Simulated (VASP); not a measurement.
Input of a VASP 6.6.1 run:

Contents of INCAR:

```
ALGO = Normal
EDIFF = 1E-6
ENCUT = 520
GGA = PS
ISIF = 2
ISMEAR = -1
LASPH = True
LCHARG = True
LELF = True
LREAL = False
LVHAR = True
LWAVE = False
NBANDS = 15
NELM = 80
PREC = Accurate
SIGMA = 0.05
```

The input KPOINTS:

```
k-points
0
Gamma
  8 8 8
```

File POSCAR:

```
CaSe
1.0
    0.0000000000      2.9160491567      2.9160491567
    2.9160491567      0.0000000000      2.9160491567
    2.9160491567      2.9160491567      0.0000000000
Se Ca
1 1
Direct
    0.5000000000      0.5000000000      0.5000000000
    0.0000000000      0.0000000000      0.0000000000
```

Potentials or basis: VASP PAW PBE potentials, release 64 (Se, Ca_sv).

Launch:

```bash
$ cat potpaw_PBE.64/Se/POTCAR potpaw_PBE.64/Ca_sv/POTCAR > POTCAR
$ mpirun -np 1 vasp_std > vasp.out
```

(1) What does it give for the band gap on the k mesh?

(2) Estimate the pressure.

Results:

(1) 1.81 eV, indirect (least direct gap 2.80 eV).

(2) 1.2 GPa.

Caveat: the PAW data sets were made with another functional, which shifts forces and pressure a little.
